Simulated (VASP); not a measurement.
A run of VASP 6.6.1 is set up as follows.

File INCAR:

```
SYSTEM = SiC
PREC = Accurate ; ENCUT = 520
EDIFF = 1E-6 ; ISMEAR = -1
SIGMA = 0.02 ; LREAL = .False.
LASPH = .True. ; NELM = 60
ALGO = Normal ; ISIF = 2
LWAVE = .False. ; LCHARG = .False.
GGA = PE ; NBANDS = 36
```

KPOINTS

```
regular mesh
0
Gamma
  10 10 2
  0 0 0
```

Contents of POSCAR:

```
SiC
1.0
    3.1256455574      0.0000000000      0.0000000000
   -1.5628227787      2.7068884559      0.0000000000
    0.0000000000      0.0000000000     15.3202077885
Si C
6 6
Direct
    0.0000000000      0.0000000000      0.1250484249
    0.0000000000      0.0000000000      0.6250484249
    0.3333333333      0.6666666667      0.2918257749
    0.6666666667      0.3333333333      0.7918257749
    0.3333333333      0.6666666667      0.9583152732
    0.6666666667      0.3333333333      0.4583152732
    0.0000000000      0.0000000000     -0.0003283977
    0.0000000000      0.0000000000      0.4996716023
    0.3333333333      0.6666666667      0.1668332769
    0.6666666667      0.3333333333      0.6668332769
    0.3333333333      0.6666666667      0.8333056478
    0.6666666667      0.3333333333      0.3333056478
```

Potentials or basis: VASP PAW PBE potentials, release 64 (Si, C).

Run with:

```bash
$ cat potpaw_PBE.64/Si/POTCAR potpaw_PBE.64/C/POTCAR > POTCAR
$ mpirun -np 1 vasp_std > vasp.out
```

(1) What does it give for the largest force?

(2) Estimate the pressure.

(3) What does it give for the band gap on the k mesh?

Results:

(1) 0.012 eV/Å.

(2) -5.8 GPa.

(3) 2.04 eV (least direct gap 3.12 eV).

Caveat: the cell stands under tension.
